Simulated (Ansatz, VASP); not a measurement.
# One calculation of MgO, two programs

File POSCAR:

```
MgO
1.0
    3.3077869865      0.0000000000      0.0000000000
   -1.6538934933      2.8646275606      0.0000000000
    0.0000000000      0.0000000000      4.9828816700
Mg O
2 2
Direct
    0.6666666667      0.3333333333      0.5021597400
    0.3333333333      0.6666666667      0.0021597400
    0.6666666667      0.3333333333      0.9024402600
    0.3333333333      0.6666666667      0.4024402600
```

The input INCAR.step1:

```
PREC     = Accurate       # precision mode
ENCUT    = 520            # plane-wave cutoff, eV
ISMEAR   = -1             # smearing method
SIGMA    = 0.05           # smearing width, eV
LREAL    = F              # projectors in reciprocal space
LASPH    = T              # aspherical terms in the spheres
NELM     = 60             # most SCF steps
NBANDS   = 16             # bands
GGA      = PE             # functional
ALGO     = Normal         # electronic algorithm
EDIFF    = 1E-4           # SCF threshold, eV
LWAVE    = T              # write WAVECAR
LCHARG   = F              # write CHGCAR
```

INCAR.step2

```
PREC     = Accurate       # precision mode
ENCUT    = 520            # plane-wave cutoff, eV
EDIFF    = 1E-6           # SCF threshold, eV
ISMEAR   = -1             # smearing method
SIGMA    = 0.05           # smearing width, eV
LREAL    = F              # projectors in reciprocal space
LASPH    = T              # aspherical terms in the spheres
NELM     = 60             # most SCF steps
ALGO     = Normal         # electronic algorithm
ISIF     = 2              # what is computed and relaxed
LWAVE    = F              # write WAVECAR
LCHARG   = F              # write CHGCAR
METAGGA  = R2SCAN         # meta-GGA
LMIXTAU  = T            
NBANDS   = 16             # bands
ISTART   = 1
```

The input KPOINTS:

```
regular mesh
0
Gamma
  9 9 6
```

File input.yaml:

```yaml
crystal:
  lattice:
    - [3.3077869865, 0.0, 0.0]
    - [-1.6538934933, 2.8646275606, 0.0]
    - [0.0, 0.0, 4.98288167]
  atoms:
    - { symbol: Mg, position: [0.6666666667, 0.3333333333, 0.50215974] }
    - { symbol: Mg, position: [0.3333333333, 0.6666666667, 0.00215974] }
    - { symbol: O, position: [0.6666666667, 0.3333333333, 0.90244026] }
    - { symbol: O, position: [0.3333333333, 0.6666666667, 0.40244026] }
hamiltonian:
  xc: r2scan
  pseudopotentials: { kind: paw }
kpoints:
  mp_grid: { grid: [9, 9, 6] }
scf:
  occupations: { method: fermi_dirac, width: 0.05 }
output:
  forces: true
  stress: true
  eigenvalues: true
```

Alike in both runs: task single point; functional r2SCAN; k mesh 9 × 9 × 6; occupations fermi-dirac, width 0.05 eV; no spin polarisation.

```csv
,VASP,Ansatz
version,VASP 6.6.1,Ansatz 0.2.0
potentials or method,"VASP PAW PBE potentials, release 64 (Mg, O)",Ansatz PAW
plane-wave cutoff (eV),520,500
valence electrons in the cell,16,32
```

Ansatz gave:

```
gap on the k mesh at the Fermi level (eV)                     : 4.14
least direct gap on the mesh (eV)                             : 4.14
pressure (GPa)                                                : -0.6
traceless stress, the component that is largest in VASP (GPa) : 0.21
rms of the force components (eV/Å)                            : 0.015
```

Question: What did VASP give for the same quantities?

Answer: gap on the k mesh at the Fermi level (eV): 4.13; least direct gap on the mesh (eV): 4.13; pressure (GPa): -1.1; traceless stress, the component that is largest in VASP (GPa): 0.27; rms of the force components (eV/Å): 0.016.

VASP's potentials were made for PBE, not for r2SCAN. Atom by atom the forces differ by 0.002 eV/Å (rms over components). VASP's potentials hold 16 valence electrons a cell and Ansatz's 32, so a difference there can come from the potentials and not from the codes.

Noted on Ansatz's run: odd divisions of the mesh miss points on the zone boundary, where band edges often lie, so the gap on the mesh can be too wide.
